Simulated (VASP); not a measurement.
Ta: single point with r2SCAN

Ta:

```
CELL_PARAMETERS angstrom
2.90037 0.00000 0.00000
-1.45019 2.51180 0.00000
0.00000 0.00000 5.16627
ATOMIC_POSITIONS crystal
Ta 0.66667 0.33333 0.75000
Ta 0.33333 0.66667 0.25000
```

| Quantity | Value |
| --- | --- |
| Program | VASP 6.6.1 |
| Task | single point |
| Functional | r2SCAN |
| Potentials or basis | VASP PAW PBE potentials, release 64 (Ta_pv) |
| Cutoff | 520 eV |
| k mesh | 13 × 13 × 7 |
| Occupations | methfessel-paxton, width 0.25 eV |
| Spin | no spin polarisation |
| Dipole correction | no |
| Further INCAR settings | ALGO = Normal; EDIFF = 1e-07; NBANDS = 18 |

```yaml
Pressure: -2.8 GPa
Band_gap_on_the_k_mesh: zero (band 11 reaches 6.44 eV, above the bottom of band 12 at 4.77 eV)
```

Stress tensor (GPa, compression positive):
```
-2.36  0.00  0.00
 0.00 -2.36  0.00
 0.00  0.00 -3.70
```

Levels at points of the mesh, in eV from the Fermi level:
```tsv
k point	band 9	band 10	band 11	band 12	band 13	band 14
(0.00, 0.00, 0.00)	-0.57	-0.34	0.71	0.71	1.30	1.30
```

Run time: 3.2 min on 1 thread of Intel Xeon 6975P-C, on a shared host, peak memory 0.2 GiB.

Caveat: the PAW data sets were made with another functional, which shifts forces and pressure a little; spin-orbit coupling is left out, which moves the levels of the heavy elements.
